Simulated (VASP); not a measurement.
A run of VASP 6.6.1 is set up as follows.

The input INCAR:

```
SYSTEM = HfSi
ALGO = Normal
EDIFF = 1E-7
ENCUT = 520
GGA = PS
ISIF = 2
ISMEAR = 0
LASPH = .TRUE.
LCHARG = .FALSE.
LREAL = .FALSE.
LWAVE = .FALSE.
NBANDS = 38
NELM = 80
PREC = Accurate
SIGMA = 0.1
```

Contents of KPOINTS:

```
k-points
0
G
  4 6 4
  0 0 0
```

File POSCAR:

```
HfSi
1.0
    6.8518501488      0.0000000000      0.0000000000
    0.0000000000      3.7471898268      0.0000000000
    0.0000000000      0.0000000000      5.1993544582
Hf Si
4 4
Direct
    0.8241661445      0.2500000000      0.1259174074
    0.3241661445      0.2500000000      0.3740825926
    0.1758338555      0.7500000000      0.8740825926
    0.6758338555      0.7500000000      0.6259174074
   -0.0430898072      0.2500000000      0.6410877590
    0.4569101928      0.2500000000      0.8589122410
    1.0430898072      0.7500000000      0.3589122410
    0.5430898072      0.7500000000      0.1410877590
```

Potentials or basis: VASP PAW PBE potentials, release 64 (Hf_pv, Si).

The run is started by

```console
$ cat potpaw_PBE.64/Hf_pv/POTCAR potpaw_PBE.64/Si/POTCAR > POTCAR
$ mpirun -np 1 vasp_std > vasp.out
```

Question: What does it give for the largest force?

Answer: 0.032 eV/Å.

Question: Estimate the pressure.

Answer: 0.0 GPa.

Forces in eV/Å, atoms in the order of the input:
```
Hf   0.030  0.000 -0.011
Hf   0.030  0.000  0.011
Hf  -0.030  0.000  0.011
Hf  -0.030  0.000 -0.011
Si   0.006  0.000 -0.005
Si   0.006  0.000  0.005
Si  -0.006  0.000  0.005
Si  -0.006  0.000 -0.005
```

Caveat: the PAW data sets were made with another functional, which shifts forces and pressure a little.
